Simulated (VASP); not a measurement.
# K (P6_3/mmc) in VASP: notebook, part 2 of 2

VASP 6.6.1. The steps go on from the part before.

## Step 3: Single point, r2SCAN (85.70 Å³/atom)

This run uses another cell than the first one, of 85.70 Å³/atom.

Contents of POSCAR:

```
K
1.0
    4.9487119879      0.0000000000      0.0000000000
   -2.4743559939      4.2857102975      0.0000000000
    0.0000000000      0.0000000000      8.0815564457
K
2
Direct
    0.3333333333      0.6666666667      0.2500000000
    0.6666666667      0.3333333333      0.7500000000
```

Contents of INCAR.step1:

```
SYSTEM = K
PREC     = Accurate       ! precision mode
ENCUT    = 520            ! plane-wave cutoff, eV
ISMEAR   = -1             ! smearing method
SIGMA    = 0.1            ! smearing width, eV
LREAL    = .False.        ! projectors in reciprocal space
LASPH    = .True.         ! aspherical terms in the spheres
NELM     = 80             ! most SCF steps
NBANDS   = 16             ! bands
GGA      = PE             ! functional
ALGO     = Normal         ! electronic algorithm
EDIFF    = 1E-4           ! SCF threshold, eV
LWAVE    = .True.         ! write WAVECAR
LCHARG   = .False.        ! write CHGCAR
```

Contents of INCAR.step2:

```
SYSTEM = K
PREC     = Accurate       ! precision mode
ENCUT    = 520            ! plane-wave cutoff, eV
EDIFF    = 1E-6           ! SCF threshold, eV
ISMEAR   = -1             ! smearing method
SIGMA    = 0.1            ! smearing width, eV
LREAL    = .False.        ! projectors in reciprocal space
LASPH    = .True.         ! aspherical terms in the spheres
NELM     = 80             ! most SCF steps
ALGO     = Normal         ! electronic algorithm
ISIF     = 2              ! what is computed and relaxed
LWAVE    = .False.        ! write WAVECAR
LCHARG   = .True.         ! write CHGCAR
METAGGA  = R2SCAN         ! meta-GGA
LMIXTAU  = .True.       
LELF     = .True.         ! ELF
LVHAR    = .True.       
NBANDS   = 16             ! bands
ISTART   = 1
```

Contents of KPOINTS:

```
Automatic mesh
0
Gamma
  9 9 5
  0 0 0
```

Potentials or basis: VASP PAW PBE potentials, release 64 (K_sv).

On the command line:

```bash
cat potpaw_PBE.64/K_sv/POTCAR > POTCAR
cp INCAR.step1 INCAR
mpirun -np 1 vasp_std > vasp.out
cp INCAR.step2 INCAR
mpirun -np 1 vasp_std > vasp.out
```

OUTCAR:

```text
SYSTEM = K
   PREC = Accurate
   ENCUT = 520
   EDIFF = 1E-6
   ISMEAR = -1
   LREAL = .False.
   LASPH = .True.
   NELM = 80
   ISIF = 2
   METAGGA = R2SCAN
   ISTART = 1

 ion  position               nearest neighbor table
   1  0.333  0.667  0.250-
   2  0.667  0.333  0.750-

  LATTYP: Found a hexagonal cell.
 ALAT       =     4.9487119879
 C/A-ratio  =     1.6330625960

  Lattice vectors:

 A1 = (   4.9487119879,   0.0000000000,   0.0000000000)
 A2 = (  -2.4743559939,   4.2857102975,   0.0000000000)
 A3 = (   0.0000000000,   0.0000000000,   8.0815564457)

Analysis of symmetry for initial positions (statically):
=====================================================================
 Subroutine PRICEL returns:
 Original cell was already a primitive cell.

 Routine SETGRP: Setting up the symmetry group for a
 hexagonal supercell.

 Subroutine GETGRP returns: Found 24 space group operations
 (whereof 12 operations were pure point group operations)
 out of a pool of 24 trial point group operations.

[... 160 lines left out ...]
  free energy    TOTEN  =       -12.03170451 eV

  energy without entropy =      -11.98314914  energy(sigma->0) =      -12.00742683

 E-fermi :  -0.3664     XC(G=0):  -5.5359

 val. band max:       -0.4659883708   @ k =   0.1111   0.1111   0.2000
 cond. band min:      -0.3621878397   @ k =   0.2222   0.0000   0.2000
 fundamental gap:      0.1038005311
 Fermi energy:        -0.3663915979

 k-point     1 :       0.0000    0.0000    0.0000
  band No.  band energies     occupation
      1     -34.1350      2.00000
      2     -34.1331      2.00000
      3     -16.8529      2.00000
      4     -16.8196      2.00000
      5     -16.8196      2.00000
      6     -16.8140      2.00000
[... 433 lines left out ...]
      3     -16.8423      2.00000
      4     -16.8412      2.00000
      5     -16.8412      2.00000
      6     -16.8330      2.00000
[... 8 lines left out ...]
     15       3.1415      0.00000
     16       4.2241      0.00000

 [... further k-points ...]

------------------------ aborting loop because EDIFF is reached ----------------------------------------

  FORCE on cell =-STRESS in cart. coord.  units (eV):
  Direction    XX          YY          ZZ          XY          YZ          ZX
  --------------------------------------------------------------------------------------
  -------------------------------------------------------------------------------------
  Total       -0.3572922     -0.3572922     -0.3047829     -0.0000000      0.0000000      0.0000000
  in kB       -3.3398284     -3.3398284     -2.8489919     -0.0000000      0.0000000      0.0000000
  external PRESSURE =      -3.1762162 kB  Pullay stress =       0.0000000 kB

 VOLUME and BASIS-vectors are now :
 -----------------------------------------------------------------------------
  energy-cutoff  :      520.00
  volume of cell :      171.40
      direct lattice vectors                 reciprocal lattice vectors
     4.948711988  0.000000000  0.000000000     0.202072782  0.116666775  0.000000000
    -2.474355994  4.285710297  0.000000000     0.000000000  0.233333550  0.000000000
     0.000000000  0.000000000  8.081556446     0.000000000  0.000000000  0.123738541

 POSITION                                       TOTAL-FORCE (eV/Angst)
 -----------------------------------------------------------------------------------
     -0.00000      2.85714      2.02039         0.000000     -0.000000      0.000000
      2.47436      1.42857      6.06117        -0.000000      0.000000     -0.000000
 -----------------------------------------------------------------------------------
    total drift:                               -0.000000      0.000000     -0.000000

  FREE ENERGIE OF THE ION-ELECTRON SYSTEM (eV)
  ---------------------------------------------------
  free  energy   TOTEN  =       -12.0317045145 eV

  energy  without entropy=      -11.9831491390  energy(sigma->0) =      -12.00742683
```

Run time: 10 min. Hardware: 1 thread of Oxide Virtual Turin-like, shared host; peak memory 0.33 GiB.

Results:

```yaml
Free_energy: -12.0317 eV
Pressure: -0.3 GPa
Band_gap_on_the_k_mesh: zero (bands 9 and 10 overlap by 2.17 eV)
```

Caveat: the PAW data sets were made with another functional, which shifts forces and pressure a little.

The gap in the log of VASP goes by the Fermi energy; the results here count the filled bands.